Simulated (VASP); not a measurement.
Runs of VASP 6.6.1 on ZnSe. The structure is that of space group F-43m (No. 216), or close to it. The cells are those of the table. 

| task | cell | gap on the mesh (eV) | pressure (GPa) |
| --- | --- | --- | --- |
| single point | a = 4.086 Å, angles 60.0°, 2 atoms | 0.84 | -6.0 |
| electric field gradients | a = 4.068, b = 4.068, c = 4.008 Å, angles 60.5, 60.5, 59.0°, 2 atoms | 0.91 | -4.7 |
| single point | a = 4.028, b = 4.028, c = 4.048 Å, angles 59.8, 59.8, 60.3°, 2 atoms | (b) | (c) |
| single point | a = 4.047 Å, angles 60.0°, 2 atoms | (a) | -4.7 |
| single point | a = 4.048, b = 4.048, c = 4.088 Å, angles 59.7, 59.7, 60.7°, 2 atoms | 0.86 | -5.2 |

Alike in all rows: level LDA; potentials or basis VASP PAW LDA potentials, release 64 (Zn, Se); no spin polarisation; k mesh 8 × 8 × 8; cutoff (eV) 520; smearing fermi-dirac 0.03 eV.

Task: Fill in the values left out.

Result: (a) 0.95; (b) 0.96; (c) -4.2.

A k mesh can miss the band edges, and the runs leave out spin-orbit coupling on Se.
